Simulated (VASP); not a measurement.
# MgO (P6_3/mmc) in VASP: further runs, part 2 of 2

VASP 6.6.1. Earlier steps stand in the parts before.

### Step 5. Single point, PBE

This run uses another cell than the first one, of 11.43 Å³/atom.

Input file INCAR:

```
ALGO = Normal
EDIFF = 1E-6
ENCUT = 520
GGA = PE
ISIF = 2
ISMEAR = -1
LASPH = True
LCHARG = False
LREAL = False
LWAVE = False
NBANDS = 16
NELM = 100
PREC = Accurate
SIGMA = 0.05
```

Input file KPOINTS:

```
k-points
0
Gamma
  9 9 7
```

Input file POSCAR:

```
MgO
1.0
    3.5322565169      0.0000000000      0.0000000000
   -1.7661282585      3.0590238763      0.0000000000
    0.0000000000      0.0000000000      4.2330217516
Mg O
2 2
Direct
    0.3333333333      0.6666666667      0.2500000000
    0.6666666667      0.3333333333      0.7500000000
    0.3333333333      0.6666666667      0.7500000000
    0.6666666667      0.3333333333      0.2500000000
```

Potentials or basis: VASP PAW PBE potentials, release 64 (Mg, O).

Run with:

```sh
$ cat potpaw_PBE.64/Mg/POTCAR potpaw_PBE.64/O/POTCAR > POTCAR
$ mpirun -np 1 vasp_std > vasp.out
```

OUTCAR:

```text
EDIFF = 1E-6
   ENCUT = 520
   GGA = PE
   ISIF = 2
   ISMEAR = -1
   LASPH = True
   LREAL = False
   NELM = 100
   PREC = Accurate

 ion  position               nearest neighbor table
   1  0.333  0.667  0.250-   4 2.04   4 2.04   4 2.04   3 2.12   3 2.12   2 2.94   2 2.94   2 2.94
                             2 2.94   2 2.94   2 2.94
   2  0.667  0.333  0.750-   3 2.04   3 2.04   3 2.04   4 2.12   4 2.12   1 2.94   1 2.94   1 2.94
                             1 2.94   1 2.94   1 2.94
   3  0.333  0.667  0.750-   2 2.04   2 2.04   2 2.04   1 2.12   1 2.12
   4  0.667  0.333  0.250-   1 2.04   1 2.04   1 2.04   2 2.12   2 2.12

  LATTYP: Found a hexagonal cell.
 ALAT       =     3.5322565169
 C/A-ratio  =     1.1983902447

  Lattice vectors:

 A1 = (   3.5322565169,   0.0000000000,   0.0000000000)
 A2 = (  -1.7661282585,   3.0590238763,   0.0000000000)
 A3 = (   0.0000000000,   0.0000000000,   4.2330217516)

Analysis of symmetry for initial positions (statically):
=====================================================================
 Subroutine PRICEL returns:
 Original cell was already a primitive cell.

 Routine SETGRP: Setting up the symmetry group for a
 hexagonal supercell.

 Subroutine GETGRP returns: Found 24 space group operations
 (whereof 12 operations were pure point group operations)
 out of a pool of 24 trial point group operations.

The static configuration has the point symmetry D_3d.
 The point group associated with its full space group is D_6h.

Analysis of symmetry for dynamics (positions and initial velocities):
=====================================================================
 Subroutine PRICEL returns:
 Original cell was already a primitive cell.

 Routine SETGRP: Setting up the symmetry group for a
 hexagonal supercell.

 Subroutine GETGRP returns: Found 24 space group operations
 (whereof 12 operations were pure point group operations)
 out of a pool of 24 trial point group operations.

The dynamic configuration has the point symmetry D_3d.
 The point group associated with its full space group is D_6h.

 Subroutine INISYM returns: Found 24 space group operations
 (whereof 12 operations are pure point group operations),
 and found     1 'primitive' translations

----------------------------------------------------------------------------------------

                                     Primitive cell

  volume of cell :      45.7389

  direct lattice vectors                    reciprocal lattice vectors
     3.532256517  0.000000000  0.000000000     0.283105147  0.163450833  0.000000000
    -1.766128258  3.059023876  0.000000000     0.000000000  0.326901666  0.000000000
     0.000000000  0.000000000  4.233021752     0.000000000  0.000000000  0.236237860

  length of vectors
     3.532256517  3.532256517  4.233021752     0.326901666  0.326901666  0.236237860

  position of ions in fractional coordinates (direct lattice)
     0.333333333  0.666666667  0.250000000
     0.666666667  0.333333333  0.750000000
     0.333333333  0.666666667  0.750000000
     0.666666667  0.333333333  0.250000000

  ion indices of the primitive-cell ions
   primitive index   ion index
                 1           1
                 2           2
[... 30 lines left out ...]
            Coordinates               Weight
  0.000000  0.000000  0.000000      1.000000
  0.111111 -0.000000  0.000000      6.000000
  0.222222 -0.000000  0.000000      6.000000
  0.333333 -0.000000  0.000000      6.000000
  0.444444 -0.000000  0.000000      6.000000
  0.111111  0.111111  0.000000      6.000000
[... 16 lines left out ...]
  0.333333  0.222222  0.142857     24.000000
  0.333333  0.333333  0.142857      4.000000
 [... further k-points ...]
   k-points           NKPTS =     48   k-points in BZ     NKDIM =     48   number of bands    NBANDS=     16
   number of dos      NEDOS =    301   number of ions     NIONS =      4
   total plane-waves  NPLWV =  25088
   dimension x,y,z NGX =    28 NGY =   28 NGZ =   32
   dimension x,y,z NGXF=    56 NGYF=   56 NGZF=   64
   ions per type =               2   2
   NGX,Y,Z   is equivalent  to a cutoff of  13.18, 13.18, 12.57 a.u.
   NGXF,Y,Z  is equivalent  to a cutoff of  26.36, 26.36, 25.14 a.u.
 SYSTEM =  unknown system
   PREC   = accura    normal or accurate (medium, high low for compatibility)
   ISTART =      0    job   : 0-new  1-cont  2-samecut
   ICHARG =      2    charge: 1-file 2-atom 10-const
   ISPIN  =      1    spin polarized calculation?
   LNONCOLLINEAR =      F non collinear calculations
   LSORBIT =      F    spin-orbit coupling
   LASPH  =      T    aspherical Exc in radial PAW
   ENCUT  =  520.0 eV  38.22 Ry    6.18 a.u.   6.57  6.57  7.87*2*pi/ulx,y,z
   NELM   =    100;   NELMIN=  2; NELMDL= -5     # of ELM steps
   EDIFF  = 0.1E-05   stopping-criterion for ELM
   LREAL  =      F    real-space projection
   EDIFFG = 0.1E-04   stopping-criterion for IOM
   NSW    =      0    number of steps for IOM
   IBRION =     -1    ionic relax: 0-MD 1-quasi-New 2-CG
   NFREE  =      0    steps in history (QN), initial steepest desc. (CG)
   ISIF   =      2    stress and relaxation
   ISYM   =      2    0-nonsym 1-usesym 2-fastsym
   POTIM  = 0.5000    time-step for ionic-motion
   TEBEG  =    0.0;   TEEND  =   0.0 temperature during run
   PSTRESS=    0.0 pullay stress
   NELECT =      16.0000    total number of electrons
   NUPDOWN=      -1.0000    fix difference up-down
   EMIN   =  10.00;   EMAX   =-10.00  energy-range for DOS
   EFERMI =   0.00;   METHOD = LEGACY
   ISMEAR =    -1;   SIGMA  =   0.05  broadening in eV -4-tet -1-fermi 0-gaus
   EFERMI_NEDOS =   21; number of points for ismear=-14 and -15
   IALGO  =     38    algorithm
   IMIX   =      4    mixing-type and parameters
     AMIX     =   0.40;   BMIX     =  1.00
     AMIX_MAG =   1.60;   BMIX_MAG =  1.00
  volume/ion in A,a.u.               =      11.43        77.17
  Fermi-wavevector in a.u.,A,eV,Ry     =   1.153505  2.179809 18.103567  1.330575
  Thomas-Fermi vector in A             =   2.290149
   LORBIT       =      0    0 simple, 1 ext, 2 COOP (PROOUT), +10 PAW based schemes
   GGA     = PE    functional components
   LHFCALC =     F    Hartree Fock is set to
   AEXX    =    0.0000 exact exchange contribution
   IVDW    =     0    specifies the selected vdW correction
   LEPSILON=     F    determine dielectric tensor
   LRPA    =     F    only Hartree local field effects (RPA)
 non-spin polarized calculation
  energy-cutoff  :      520.00
  volume of cell :       45.74
 maximum number of plane-waves:      1270
 NGX is ok and might be reduce to    28
   NGX = 13   NGY = 13   NGZ = 15

 number of electron      15.9999991 magnetization

 Free energy of the ion-electron system (eV)
  ---------------------------------------------------
  ext. energy  EPLUGINS =         0.00000000
  ---------------------------------------------------
  free energy    TOTEN  =       -23.67408778 eV

  energy without entropy =      -23.67408778  energy(sigma->0) =      -23.67408778

 E-fermi :   2.7193     XC(G=0):  -9.9017

 val. band max:        1.7539692558   @ k =   0.0000   0.0000   0.0000
 cond. band min:       4.9939741295   @ k =   0.0000   0.0000   0.0000
 fundamental gap:      3.2400048736
 Fermi energy:         2.7193165904

 k-point     1 :       0.0000    0.0000    0.0000
  band No.  band energies     occupation
      1     -15.0136      2.00000
      2     -13.7126      2.00000
      3      -1.7495      2.00000
      4       0.0923      2.00000
      5       0.0923      2.00000
      6       0.9990      2.00000
[... 433 lines left out ...]
      3      -1.6332      2.00000
      4      -0.8667      2.00000
      5      -0.8667      2.00000
      6       0.5248      2.00000
[... 8 lines left out ...]
     15      15.4675      0.00000
     16      17.7086      0.00000

 [... further k-points ...]

------------------------ aborting loop because EDIFF is reached ----------------------------------------

  FORCE on cell =-STRESS in cart. coord.  units (eV):
  Direction    XX          YY          ZZ          XY          YZ          ZX
  --------------------------------------------------------------------------------------
  -------------------------------------------------------------------------------------
  Total       -0.3901302     -0.3901302     -0.2474900      0.0000000     -0.0000000      0.0000000
  in kB      -13.6657855    -13.6657855     -8.6692706      0.0000000     -0.0000000      0.0000000
  external PRESSURE =     -12.0002806 kB  Pullay stress =       0.0000000 kB

 VOLUME and BASIS-vectors are now :
 -----------------------------------------------------------------------------
  energy-cutoff  :      520.00
  volume of cell :       45.74
      direct lattice vectors                 reciprocal lattice vectors
     3.532256517  0.000000000  0.000000000     0.283105147  0.163450833  0.000000000
    -1.766128258  3.059023876  0.000000000     0.000000000  0.326901666  0.000000000
     0.000000000  0.000000000  4.233021752     0.000000000  0.000000000  0.236237860

 POSITION                                       TOTAL-FORCE (eV/Angst)
 -----------------------------------------------------------------------------------
     -0.00000      2.03935      1.05826         0.000000     -0.000000      0.000000
      1.76613      1.01967      3.17477        -0.000000      0.000000      0.000000
     -0.00000      2.03935      3.17477         0.000000     -0.000000      0.000000
      1.76613      1.01967      1.05826         0.000000      0.000000      0.000000
 -----------------------------------------------------------------------------------
    total drift:                                0.000000     -0.000000      0.000000

  FREE ENERGIE OF THE ION-ELECTRON SYSTEM (eV)
  ---------------------------------------------------
  free  energy   TOTEN  =       -23.6740877795 eV

  energy  without entropy=      -23.6740877794  energy(sigma->0) =      -23.67408778
```

It took 46 s on 1 thread of Intel Xeon 8259CL, shared host; peak memory 0.18 GiB.

What came out:

```
Free energy            : -23.6741 eV
Pressure               : -1.2 GPa
Band gap on the k mesh : 3.24 eV
```

Stress tensor (GPa, compression positive):
```
-1.37  0.00  0.00
 0.00 -1.37  0.00
 0.00  0.00 -0.87
```

Caveat: an odd mesh through Γ misses points on the zone boundary, where band edges can lie.

### Step 6. Summary

```csv
cell,gap on the mesh (eV),pressure (GPa)
"a = 3.463, b = 3.463, c = 4.150 Å, angles 90.0, 90.0, 120.0°, 4 atoms",3.54,7.1
"a = 3.486, b = 3.486, c = 4.178 Å, angles 90.0, 90.0, 120.0°, 4 atoms",3.44,4.0
"a = 3.509, b = 3.509, c = 4.206 Å, angles 90.0, 90.0, 120.0°, 4 atoms",3.34,1.3
"a = 3.532, b = 3.532, c = 4.233 Å, angles 90.0, 90.0, 120.0°, 4 atoms",3.24,-1.2
```

Alike in all rows: task single point; level PBE; potentials or basis VASP PAW PBE potentials, release 64 (Mg, O); no spin polarisation; k mesh 9 × 9 × 7; cutoff (eV) 520; smearing fermi-dirac 0.05 eV.

Caveats: an odd mesh through Γ misses points on the zone boundary, where band edges can lie; the cell stands under pressure (at least some runs).

Total energies depend on the potentials used, so only differences within one code and one set of settings carry meaning.
